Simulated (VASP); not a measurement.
Here is a VASP 6.6.1 calculation.

INCAR

```
SYSTEM = Au
ALGO = Fast
EDIFF = 1E-6
ENCUT = 520
GGA = PS
ISIF = 2
ISMEAR = 0
LASPH = .True.
LCHARG = .True.
LELF = .True.
LREAL = .False.
LVHAR = .True.
LWAVE = .False.
NBANDS = 12
NELM = 80
PREC = Accurate
SIGMA = 0.15
```

File KPOINTS:

```
k-points
0
Gamma
  20 20 20
  0 0 0
```

Contents of POSCAR:

```
Au
1.0
    0.0000000000      2.0148175000      2.0455000000
    2.0761825000      0.0000000000      2.0455000000
    2.0761825000      2.0148175000      0.0000000000
Au
1
Direct
    0.0000000000      0.0000000000      0.0000000000
```

Potentials or basis: VASP PAW PBE potentials, release 64 (Au).

Launch:

```console
$ cat potpaw_PBE.64/Au/POTCAR > POTCAR
$ mpirun -np 1 vasp_std > vasp.out
```

Task: Estimate the pressure.

Result: -1.1 GPa.

Stress tensor (GPa, compression positive):
```
-1.60  0.00  0.00
 0.00 -0.68  0.00
 0.00  0.00 -1.08
```

Caveat: the cell differs from its parent crystal (strain +0.0150 x Voigt [1, -1, 0, 0, 0, 0]); the PAW data sets were made with another functional, which shifts forces and pressure a little.
